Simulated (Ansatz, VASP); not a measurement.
## Ge in VASP and in Ansatz

```xyz
8
Lattice="4.6777 2.7007 1.9527 -4.6777 2.7007 1.9527 0.0000 -5.4013 1.9527" Properties=species:S:1:pos:R:3 pbc="T T T"
Ge    0.0000    0.0000    4.1945
Ge    0.0000    0.0000    1.6636
Ge   -3.2553   -0.8401    2.5195
Ge    2.3552   -2.3991    2.5195
Ge    0.9000    3.2392    2.5195
Ge    3.2553    0.8401    3.3386
Ge   -2.3552    2.3991    3.3386
Ge   -0.9000   -3.2392    3.3386
```

Alike in both runs: task single point; functional PBEsol; k mesh 9 × 9 × 9; occupations gaussian, width 0.15 eV; no spin polarisation.

|  | VASP | Ansatz |
| --- | --- | --- |
| version | VASP 6.6.1 | Ansatz 0.2.0 |
| potentials or method | VASP PAW PBE potentials, release 64 (Ge_d), cutoff 520 eV | scalar-relativistic, plane waves, PAW |
| valence electrons in the cell | 112 | 112 |

Ansatz gave:

| Item | Value |
| --- | --- |
| gap on the k mesh at the Fermi level (eV) | none |
| pressure (GPa) | 9.9 |
| traceless stress, the component that is largest in VASP (GPa) | -6.40 |
| rms of the force components (eV/Å) | 0.348 |

Estimate VASP's values.

gap on the k mesh at the Fermi level (eV): none; pressure (GPa): 9.8; traceless stress, the component that is largest in VASP (GPa): -6.39; rms of the force components (eV/Å): 0.346.

VASP's potentials were made for PBE, not for PBEsol, and Ansatz warns of the same on its side. Atom by atom the forces differ by 0.003 eV/Å (rms over components). A gap of «none» marks a metal or a gap that the smearing closes.
